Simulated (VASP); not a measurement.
Wanted: the native input for a VASP 6.6.1 run.

| Property | Result |
| --- | --- |
| Task | band structure |
| Functional | r2SCAN |
| Potentials or basis | VASP PAW PBE potentials, release 64 (Ti_sv, O) |
| Cutoff | 520 eV |
| k mesh | 10 × 10 × 10 |
| Occupations | gaussian, width 0.03 eV |
| Spin | no spin polarisation |
| Further INCAR settings | ALGO = Normal; EDIFF = 1e-06; NBANDS = 33 |

The structure of TiO2 lies in POSCAR:

```
TiO2                                    
1.0
   -1.8860493893      1.8860493893      4.7794972993
    1.8860493893     -1.8860493893      4.7794972993
    1.8860493893      1.8860493893     -4.7794972993
  Ti              O             
     2     4
Direct
     0.0000000000000000    0.0000000000000000    0.0000000000000000
     0.7500000000000000    0.2500000000000000    0.5000000000000000
     0.2075587146242199    0.2075587146242199    0.0000000000000000
     0.9575587146242199    0.4575587146242199    0.5000000000000000
     0.5424412853757801    0.0424412853757801    0.5000000000000000
     0.7924412853757801    0.7924412853757801    0.0000000000000000
```

The input as run:

INCAR

```
PREC = Accurate
ENCUT = 520
EDIFF = 1E-6
ISMEAR = 0
SIGMA = 0.03
LREAL = F
LASPH = T
NELM = 80
ALGO = Normal
ISIF = 2
LWAVE = F
LCHARG = F
LMAXMIX = 4
METAGGA = R2SCAN
LMIXTAU = T
NBANDS = 33
KPAR = 2
```

KPOINTS

```
Automatic mesh
0
Gamma
  10 10 10
```

KPOINTS_OPT

```
explicit points
188
Reciprocal
 0.0000000000  0.0000000000  0.0000000000 1
-0.0555555556  0.0555555556  0.0000000000 1
-0.1111111111  0.1111111111  0.0000000000 1
-0.1666666667  0.1666666667  0.0000000000 1
-0.2222222222  0.2222222222  0.0000000000 1
-0.2777777778  0.2777777778  0.0000000000 1
[... 180 lines left out ...]
 0.0265001700  0.0265001700  0.4734998300 1
-0.0265001700 -0.0265001700  0.5265001700 1
```

Potentials or basis: VASP PAW PBE potentials, release 64 (Ti_sv, O).

Command:

```console
$ cat potpaw_PBE.64/Ti_sv/POTCAR potpaw_PBE.64/O/POTCAR > POTCAR
$ mpirun -np 2 vasp_std > vasp.out
```

Results of the run:

```json
{
 "Pressure": "2.4 GPa",
 "Largest force": "0.030 eV/Å",
 "Band gap on the k mesh": "2.57 eV (least direct gap 2.91 eV)",
 "Band gap along the path": "2.55 eV (least direct gap 2.91 eV)"
}
```

Caveat: the PAW data sets were made with another functional, which shifts forces and pressure a little.

Run time: 18 min on 2 MPI ranks on Intel(R) Xeon(R) 6975P-C (Granite Rapids) (shared host), peak memory 0.46 GiB a rank.
